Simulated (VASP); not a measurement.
A run of VASP 6.6.1 is set up as follows.

Contents of POSCAR:

```
Si3Ge
1.0
    1.9426527489      1.1215910875      6.3409676215
   -1.9426527489      1.1215910875      6.3409676215
    0.0000000000     -2.2431821750      6.3409676214
Si Ge
3 1
Direct
    1.0013363433      0.0013363433      0.0013363433
    0.4987055952      0.4987055952      0.4987055952
    0.3750071689      0.3750071689      0.3750071689
    0.8749508926      0.8749508926      0.8749508926
```

Contents of INCAR.step1:

```
SYSTEM = Si3Ge
PREC = Accurate ; ENCUT = 520
ISMEAR = 0 ; SIGMA = 0.01
LREAL = .False. ; LASPH = .True.
NELM = 60 ; NBANDS = 21
GGA = PE ; ALGO = Normal
EDIFF = 1E-4 ; LWAVE = .True.
LCHARG = .False.
```

INCAR.step2

```
SYSTEM = Si3Ge
PREC = Accurate ; ENCUT = 520
EDIFF = 1E-6 ; ISMEAR = 0
SIGMA = 0.01 ; LREAL = .False.
LASPH = .True. ; NELM = 60
ALGO = Normal ; ISIF = 2
LWAVE = .False. ; LCHARG = .False.
METAGGA = R2SCAN ; LMIXTAU = .True.
NBANDS = 21 ; ISTART = 1
```

File KPOINTS:

```
regular mesh
0
Gamma
  6 6 6
  0 0 0
```

Potentials or basis: VASP PAW PBE potentials, release 64 (Si, Ge_d).

Run with:

```console
$ cat potpaw_PBE.64/Si/POTCAR potpaw_PBE.64/Ge_d/POTCAR > POTCAR
$ cp INCAR.step1 INCAR
$ mpirun -np 1 vasp_std > vasp.out
$ cp INCAR.step2 INCAR
$ mpirun -np 1 vasp_std > vasp.out
```

Task: What does it give for the largest force?

Result: 0.022 eV/Å.

Task: Estimate the pressure.

Result: -0.1 GPa.

Task: Estimate the band gap on the k mesh.

Result: 0.80 eV (least direct gap 1.45 eV).

Stress tensor (GPa, compression positive):
```
-0.06  0.00  0.00
 0.00 -0.06  0.00
 0.00  0.00 -0.25
```

Caveat: the PAW data sets were made with another functional, which shifts forces and pressure a little. A k mesh can miss the band edges.
